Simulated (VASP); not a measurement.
# SnSe2 (P-3m1) in VASP: further runs, part 2 of 2

VASP 6.6.1. Earlier steps stand in the parts before.

**4. Single point, PBE**

This run uses another cell than the first one, of the same volume but with other edges.

Input file INCAR:

```
SYSTEM = SnSe2
ALGO     = Normal         ! electronic algorithm
EDIFF    = 1E-6           ! SCF threshold, eV
ENCUT    = 520            ! plane-wave cutoff, eV
GGA      = PE             ! functional
ISIF     = 2              ! what is computed and relaxed
ISMEAR   = 0              ! smearing method
LASPH    = .TRUE.         ! aspherical terms in the spheres
LCHARG   = .FALSE.        ! write CHGCAR
LREAL    = .FALSE.        ! projectors in reciprocal space
LWAVE    = .FALSE.        ! write WAVECAR
NBANDS   = 20             ! bands
NELM     = 60             ! most SCF steps
PREC     = Accurate       ! precision mode
SIGMA    = 0.05           ! smearing width, eV
```

Input file KPOINTS:

```
k-points
0
G
  12 12 4
  0 0 0
```

Input file POSCAR:

```
SnSe2
1.0
    3.9808670558      0.0000000000      0.0000000000
   -1.9904335279      3.4475319994      0.0000000000
    0.0000000000      0.0000000000      6.6101729447
Sn Se
1 2
Direct
    0.0000000000      0.0000000000      0.0000000000
    0.3333333333      0.6666666667      0.2281493097
    0.6666666667      0.3333333333      0.7718506903
```

Potentials or basis: VASP PAW PBE potentials, release 64 (Sn_d, Se).

Command:

```console
$ cat potpaw_PBE.64/Sn_d/POTCAR potpaw_PBE.64/Se/POTCAR > POTCAR
$ mpirun -np 1 vasp_std > vasp.out
```

OUTCAR:

```text
SYSTEM = SnSe2
   EDIFF = 1E-6
   ENCUT = 520
   GGA = PE
   ISIF = 2
   ISMEAR = 0
   LASPH = .TRUE.
   LREAL = .FALSE.
   NELM = 60
   PREC = Accurate

 ion  position               nearest neighbor table
   1  0.000  0.000  0.000-   2 2.75   3 2.75   2 2.75   3 2.75   3 2.75   2 2.75
   2  0.333  0.667  0.228-   1 2.75   1 2.75   1 2.75
   3  0.667  0.333  0.772-   1 2.75   1 2.75   1 2.75

  LATTYP: Found a hexagonal cell.
 ALAT       =     3.9808670558
 C/A-ratio  =     1.6604857314

  Lattice vectors:

 A1 = (   3.9808670558,   0.0000000000,   0.0000000000)
 A2 = (  -1.9904335279,   3.4475319994,   0.0000000000)
 A3 = (   0.0000000000,   0.0000000000,   6.6101729447)

Analysis of symmetry for initial positions (statically):
=====================================================================
 Subroutine PRICEL returns:
 Original cell was already a primitive cell.

 Routine SETGRP: Setting up the symmetry group for a
 hexagonal supercell.

[... 164 lines left out ...]
  ---------------------------------------------------
  free energy    TOTEN  =       -11.81042197 eV

  energy without entropy =      -11.81042197  energy(sigma->0) =      -11.81042197

 E-fermi :   2.7744     XC(G=0):  -8.6167

 val. band max:        2.5276956514   @ k =   0.0833   0.0833   0.0000
 cond. band min:       3.2651199314   @ k =   0.0000   0.0000   0.0000
 fundamental gap:      0.7374242800
 Fermi energy:         2.7743606968

 k-point     1 :       0.0000    0.0000    0.0000
  band No.  band energies     occupation
      1     -18.5984      2.00000
      2     -18.5984      2.00000
      3     -18.5826      2.00000
      4     -18.5661      2.00000
      5     -18.5661      2.00000
      6     -10.7461      2.00000
[... 541 lines left out ...]
     19      10.6376      0.00000
     20      11.2140      0.00000

 [... further k-points ...]

------------------------ aborting loop because EDIFF is reached ----------------------------------------

  FORCE on cell =-STRESS in cart. coord.  units (eV):
  Direction    XX          YY          ZZ          XY          YZ          ZX
  --------------------------------------------------------------------------------------
  -------------------------------------------------------------------------------------
  Total       -0.8389389     -0.8389389      1.3050408     -0.0000000     -0.0000000      0.0000000
  in kB      -14.8163803    -14.8163803     23.0481395     -0.0000000     -0.0000000      0.0000000
  external PRESSURE =      -2.1948737 kB  Pullay stress =       0.0000000 kB

 VOLUME and BASIS-vectors are now :
 -----------------------------------------------------------------------------
  energy-cutoff  :      520.00
  volume of cell :       90.72
      direct lattice vectors                 reciprocal lattice vectors
     3.980867056  0.000000000  0.000000000     0.251201556  0.145031286  0.000000000
    -1.990433528  3.447531999  0.000000000     0.000000000  0.290062572  0.000000000
     0.000000000  0.000000000  6.610172945     0.000000000  0.000000000  0.151281972

 POSITION                                       TOTAL-FORCE (eV/Angst)
 -----------------------------------------------------------------------------------
      0.00000      0.00000      0.00000        -0.000000      0.000000      0.000000
     -0.00000      2.29835      1.50811         0.000000      0.000000      0.429577
      1.99043      1.14918      5.10207        -0.000000     -0.000000     -0.429577
 -----------------------------------------------------------------------------------
    total drift:                                0.000000      0.000000      0.000000

  FREE ENERGIE OF THE ION-ELECTRON SYSTEM (eV)
  ---------------------------------------------------
  free  energy   TOTEN  =       -11.8104219672 eV

  energy  without entropy=      -11.8104219672  energy(sigma->0) =      -11.81042197
```

OSZICAR:

```text
N       E                     dE             d eps       ncg     rms          rms(c)
DAV:   1     0.198944898797E+03    0.19894E+03   -0.12098E+04  2788   0.141E+03
DAV:   2     0.114978184929E+02   -0.18745E+03   -0.18070E+03  2952   0.351E+02
DAV:   3    -0.112812917616E+02   -0.22779E+02   -0.22236E+02  3384   0.112E+02
DAV:   4    -0.120914130252E+02   -0.81012E+00   -0.80849E+00  3312   0.225E+01
DAV:   5    -0.121113604503E+02   -0.19947E-01   -0.19946E-01  3820   0.366E+00    0.462E+00
DAV:   6    -0.118255980510E+02    0.28576E+00   -0.59067E-01  4160   0.759E+00    0.297E+00
DAV:   7    -0.118096623462E+02    0.15936E-01   -0.16352E-01  3172   0.242E+00    0.101E+00
DAV:   8    -0.118097201344E+02   -0.57788E-04   -0.13260E-02  3344   0.110E+00    0.264E-01
DAV:   9    -0.118103513426E+02   -0.63121E-03   -0.16316E-03  3104   0.333E-01    0.861E-02
DAV:  10    -0.118103810573E+02   -0.29715E-04   -0.14455E-04  3532   0.827E-02    0.322E-02
DAV:  11    -0.118104213967E+02   -0.40339E-04   -0.49274E-05  3004   0.421E-02    0.964E-03
DAV:  12    -0.118104219672E+02   -0.57050E-06   -0.40493E-06  3396   0.120E-02
   1 F= -.11810422E+02 E0= -.11810422E+02  d E =-.128861E-13
```

Wall time 2.1 min (1 thread of Intel Xeon 8259CL, shared host); peak memory 0.28 GiB.

What came out:

```yaml
Free_energy: -11.8104 eV
Pressure: -0.2 GPa
Largest_force: 0.430 eV/Å
Band_gap_on_the_k_mesh: 0.74 eV
```

Forces in eV/Å, atoms in the order of the input:
```
Sn   0.000  0.000  0.000
Se   0.000  0.000  0.430
Se   0.000  0.000 -0.430
```

Caveat: spin-orbit coupling is left out, which moves the levels of the heavy elements; this functional lacks dispersion, which binds the layers, so the pressure and a relaxed spacing across them are unreliable. A k mesh can miss the band edges.

**5. Single point, PBE**

This run uses another cell than the first one, of the same volume but with other edges.

Input file INCAR:

```
PREC = Accurate ; ENCUT = 520
EDIFF = 1E-6 ; ISMEAR = 0
SIGMA = 0.05 ; LREAL = F
LASPH = T ; NELM = 80
ALGO = Normal ; ISIF = 2
LWAVE = F ; LCHARG = F
GGA = PE ; NBANDS = 20
```

Input file KPOINTS:

```
regular mesh
0
Gamma
  12 12 4
```

Input file POSCAR:

```
SnSe2
1.0
    3.7506746078      0.0000000000      0.0000000000
   -1.8753373039      3.2481794916      0.0000000000
    0.0000000000      0.0000000000      7.4464519959
Sn Se
1 2
Direct
    0.0000000000      0.0000000000      0.0000000000
    0.3333333333      0.6666666667      0.2281493097
    0.6666666667      0.3333333333      0.7718506903
```

Potentials or basis: VASP PAW PBE potentials, release 64 (Sn_d, Se).

Command:

```console
$ cat potpaw_PBE.64/Sn_d/POTCAR potpaw_PBE.64/Se/POTCAR > POTCAR
$ mpirun -np 1 vasp_std > vasp.out
```

OUTCAR:

```text
PREC = Accurate
   ENCUT = 520
   EDIFF = 1E-6
   ISMEAR = 0
   LREAL = F
   LASPH = T
   NELM = 80
   ISIF = 2
   GGA = PE

 ion  position               nearest neighbor table
   1  0.000  0.000  0.000-   2 2.75   3 2.75   2 2.75   3 2.75   3 2.75   2 2.75
   2  0.333  0.667  0.228-   1 2.75   1 2.75   1 2.75
   3  0.667  0.333  0.772-   1 2.75   1 2.75   1 2.75

  LATTYP: Found a hexagonal cell.
 ALAT       =     3.7506746078
 C/A-ratio  =     1.9853633745

  Lattice vectors:

 A1 = (   3.7506746078,   0.0000000000,   0.0000000000)
 A2 = (  -1.8753373039,   3.2481794916,   0.0000000000)
 A3 = (   0.0000000000,   0.0000000000,   7.4464519959)

Analysis of symmetry for initial positions (statically):
=====================================================================
 Subroutine PRICEL returns:
 Original cell was already a primitive cell.

 Routine SETGRP: Setting up the symmetry group for a
 hexagonal supercell.

 Subroutine GETGRP returns: Found 12 space group operations
 (whereof 12 operations were pure point group operations)
 out of a pool of 24 trial point group operations.

The static configuration has the point symmetry D_3d.

Analysis of symmetry for dynamics (positions and initial velocities):
=====================================================================
 Subroutine PRICEL returns:
 Original cell was already a primitive cell.

 Routine SETGRP: Setting up the symmetry group for a
 hexagonal supercell.

 Subroutine GETGRP returns: Found 12 space group operations
 (whereof 12 operations were pure point group operations)
 out of a pool of 24 trial point group operations.

The dynamic configuration has the point symmetry D_3d.

[... 112 lines left out ...]
   NUPDOWN=      -1.0000    fix difference up-down
   EMIN   =  10.00;   EMAX   =-10.00  energy-range for DOS
   EFERMI =   0.00;   METHOD = LEGACY
   ISMEAR =     0;   SIGMA  =   0.05  broadening in eV -4-tet -1-fermi 0-gaus
   EFERMI_NEDOS =   21; number of points for ismear=-14 and -15
   IALGO  =     38    algorithm
   IMIX   =      4    mixing-type and parameters
     AMIX     =   0.40;   BMIX     =  1.00
     AMIX_MAG =   1.60;   BMIX_MAG =  1.00
  volume/ion in A,a.u.               =      30.24       204.07
  Fermi-wavevector in a.u.,A,eV,Ry     =   1.079360  2.039695 15.851034  1.165018
  Thomas-Fermi vector in A             =   2.215323
   LORBIT       =      0    0 simple, 1 ext, 2 COOP (PROOUT), +10 PAW based schemes
   GGA     = PE    functional components
   LHFCALC =     F    Hartree Fock is set to
   AEXX    =    0.0000 exact exchange contribution
   IVDW    =     0    specifies the selected vdW correction
   LEPSILON=     F    determine dielectric tensor
   LRPA    =     F    only Hartree local field effects (RPA)
 non-spin polarized calculation
 Gauss-broadening in eV      SIGMA  =   0.05
  energy-cutoff  :      520.00
  volume of cell :       90.72
 maximum number of plane-waves:      2460
   NGX = 13   NGY = 13   NGZ = 27

 number of electron      25.9999995 magnetization

 Free energy of the ion-electron system (eV)
  ---------------------------------------------------
  ext. energy  EPLUGINS =         0.00000000
  ---------------------------------------------------
  free energy    TOTEN  =       -11.77094928 eV

  energy without entropy =      -11.77094915  energy(sigma->0) =      -11.77094921

 E-fermi :   3.0143     XC(G=0):  -8.5680

 val. band max:        2.8664687987   @ k =   0.0833   0.0000   0.2500
 cond. band min:       3.1536780189   @ k =   0.5000   0.0000   0.5000
 fundamental gap:      0.2872092202
 Fermi energy:         3.0143023462

 k-point     1 :       0.0000    0.0000    0.0000
  band No.  band energies     occupation
      1     -18.5485      2.00000
      2     -18.5485      2.00000
      3     -18.4941      2.00000
      4     -18.4844      2.00000
      5     -18.4844      2.00000
      6     -10.8499      2.00000
[... 541 lines left out ...]
     19      10.6116      0.00000
     20      11.0276      0.00000

 [... further k-points ...]

------------------------ aborting loop because EDIFF is reached ----------------------------------------

  FORCE on cell =-STRESS in cart. coord.  units (eV):
  Direction    XX          YY          ZZ          XY          YZ          ZX
  --------------------------------------------------------------------------------------
  -------------------------------------------------------------------------------------
  Total        1.3491839      1.3491839     -2.0950455      0.0000000      0.0000000      0.0000000
  in kB       23.8277434     23.8277434    -37.0002998      0.0000000      0.0000000      0.0000000
  external PRESSURE =       3.5517290 kB  Pullay stress =       0.0000000 kB

 VOLUME and BASIS-vectors are now :
 -----------------------------------------------------------------------------
  energy-cutoff  :      520.00
  volume of cell :       90.72
      direct lattice vectors                 reciprocal lattice vectors
     3.750674608  0.000000000  0.000000000     0.266618703  0.153932380  0.000000000
    -1.875337304  3.248179492  0.000000000     0.000000000  0.307864760  0.000000000
     0.000000000  0.000000000  7.446451996     0.000000000  0.000000000  0.134292144

 POSITION                                       TOTAL-FORCE (eV/Angst)
 -----------------------------------------------------------------------------------
      0.00000      0.00000      0.00000         0.000000      0.000000      0.000000
     -0.00000      2.16545      1.69890         0.000000     -0.000000     -0.609512
      1.87534      1.08273      5.74755        -0.000000      0.000000      0.609512
 -----------------------------------------------------------------------------------
    total drift:                               -0.000000     -0.000000      0.000000

  FREE ENERGIE OF THE ION-ELECTRON SYSTEM (eV)
  ---------------------------------------------------
  free  energy   TOTEN  =       -11.7709492757 eV

  energy  without entropy=      -11.7709491466  energy(sigma->0) =      -11.77094921
```

OSZICAR:

```text
N       E                     dE             d eps       ncg     rms          rms(c)
DAV:   1     0.202261012903E+03    0.20226E+03   -0.11952E+04  2832   0.140E+03
DAV:   2     0.124076378226E+02   -0.18985E+03   -0.18232E+03  2964   0.362E+02
DAV:   3    -0.111647564281E+02   -0.23572E+02   -0.23022E+02  3432   0.114E+02
DAV:   4    -0.120070552433E+02   -0.84230E+00   -0.84066E+00  3312   0.230E+01
DAV:   5    -0.120292662373E+02   -0.22211E-01   -0.22209E-01  3880   0.383E+00    0.471E+00
DAV:   6    -0.117901495119E+02    0.23912E+00   -0.54250E-01  4076   0.721E+00    0.299E+00
DAV:   7    -0.117709900351E+02    0.19159E-01   -0.13670E-01  3116   0.227E+00    0.948E-01
DAV:   8    -0.117704335740E+02    0.55646E-03   -0.12794E-02  3408   0.893E-01    0.260E-01
DAV:   9    -0.117708812480E+02   -0.44767E-03   -0.14945E-03  3032   0.283E-01    0.782E-02
DAV:  10    -0.117709135109E+02   -0.32263E-04   -0.13359E-04  3288   0.871E-02    0.315E-02
DAV:  11    -0.117709495049E+02   -0.35994E-04   -0.65950E-05  2860   0.479E-02    0.123E-02
DAV:  12    -0.117709492757E+02    0.22915E-06   -0.27501E-06  3428   0.972E-03
   1 F= -.11770949E+02 E0= -.11770949E+02  d E =-.129080E-06
```

Wall time 1.9 min (1 thread of Intel Xeon 8259CL, shared host); peak memory 0.28 GiB.

What came out:

* Free energy: -11.7709 eV
* Pressure: 0.4 GPa
* Largest force: 0.610 eV/Å
* Band gap on the k mesh: 0.29 eV (least direct gap 0.83 eV)

Forces in eV/Å, atoms in the order of the input:
```
Sn   0.000  0.000  0.000
Se   0.000  0.000 -0.610
Se   0.000  0.000  0.610
```

Caveat: spin-orbit coupling is left out, which moves the levels of the heavy elements; this functional lacks dispersion, which binds the layers, so the pressure and a relaxed spacing across them are unreliable.

**6. Single point, PBE**

This run uses another cell than the first one, of the same volume but with other edges.

Input file INCAR:

```
SYSTEM = SnSe2
ALGO = Normal
EDIFF = 1E-6
ENCUT = 520
GGA = PE
ISIF = 2
ISMEAR = 0
LASPH = .TRUE.
LCHARG = .FALSE.
LREAL = .FALSE.
LWAVE = .FALSE.
NBANDS = 20
NELM = 80
PREC = Accurate
SIGMA = 0.05
```

Input file KPOINTS:

```
k-points
0
G
  12 12 4
  0 0 0
```

Input file POSCAR:

```
SnSe2
1.0
    3.9247910363      0.0000000000      0.0000000000
   -1.9623955182      3.3989687419      0.0000000000
    0.0000000000      0.0000000000      6.8004099281
Sn Se
1 2
Direct
    0.0000000000      0.0000000000      0.0000000000
    0.3333333333      0.6666666667      0.2281493097
    0.6666666667      0.3333333333      0.7718506903
```

Potentials or basis: VASP PAW PBE potentials, release 64 (Sn_d, Se).

Command:

```console
$ cat potpaw_PBE.64/Sn_d/POTCAR potpaw_PBE.64/Se/POTCAR > POTCAR
$ mpirun -np 1 vasp_std > vasp.out
```

It took 2.2 min on 1 thread of Intel Xeon 8259CL, shared host; peak memory 0.29 GiB.

It converged, with:

```yaml
Free_energy: -11.8579 eV
Pressure: -0.1 GPa
Largest_force: 0.237 eV/Å
Band_gap_on_the_k_mesh: 0.85 eV (least direct gap 1.15 eV)
```

Forces on the atoms (eV/Å):
```
Sn   0.000  0.000  0.000
Se   0.000  0.000  0.237
Se   0.000  0.000 -0.237
```

Stress tensor (GPa, compression positive):
```
-0.75  0.00  0.00
 0.00 -0.75  0.00
 0.00  0.00  1.31
```

Levels at points of the mesh, in eV from the valence-band top:
| k point | band 10 | band 11 | band 12 | band 13 | band 14 | band 15 | band 16 | band 17 |
| --- | --- | --- | --- | --- | --- | --- | --- | --- |
| (0.00, 0.00, 0.00) | -0.53 | -0.17 | -0.17 | -0.17 | 1.01 | 2.96 | 4.55 | 4.55 |
| (0.50, 0.00, 0.00) | -2.24 | -2.20 | -0.60 | -0.21 | 1.02 | 3.94 | 5.68 | 5.88 |
| (0.00, 0.00, 0.50) | -0.55 | -0.55 | -0.13 | -0.13 | 1.91 | 2.90 | 4.45 | 4.45 |
| (0.50, 0.00, 0.50) | -2.18 | -1.80 | -0.47 | -0.34 | 0.85 | 4.30 | 5.18 | 5.99 |

Caveat: spin-orbit coupling is left out, which moves the levels of the heavy elements; this functional lacks dispersion, which binds the layers, so the pressure and a relaxed spacing across them are unreliable. A k mesh can miss the band edges.

**7. Summary**

```csv
cell,gap on the mesh (eV),pressure (GPa),largest force (eV/Å)
"a = 4.087, b = 4.087, c = 6.270 Å, angles 90.0, 90.0, 120.0°, 3 atoms",-,-0.6,0.67
"a = 3.643, b = 3.643, c = 7.891 Å, angles 90.0, 90.0, 120.0°, 3 atoms",none,0.8,1.17
"a = 3.981, b = 3.981, c = 6.610 Å, angles 90.0, 90.0, 120.0°, 3 atoms",0.74,-0.2,0.43
"a = 3.751, b = 3.751, c = 7.446 Å, angles 90.0, 90.0, 120.0°, 3 atoms",0.29,0.4,0.61
"a = 3.925, b = 3.925, c = 6.800 Å, angles 90.0, 90.0, 120.0°, 3 atoms",0.85,-0.1,0.24
```

Alike in all rows: task single point; level PBE; potentials or basis VASP PAW PBE potentials, release 64 (Sn_d, Se); no spin polarisation; k mesh 12 × 12 × 4; cutoff (eV) 520; smearing gaussian 0.05 eV.

Caveats: spin-orbit coupling is left out, which moves the levels of the heavy elements; this functional lacks dispersion, which binds the layers, so the pressure and a relaxed spacing across them are unreliable; semilocal functionals underestimate gaps, so a narrow gap can read as zero (at least some runs); forces of over 1 eV/Å act on the atoms, so gaps and moduli don't describe the material at rest (at least some runs).

Total energies depend on the potentials used, so only differences within one code and one set of settings carry meaning.
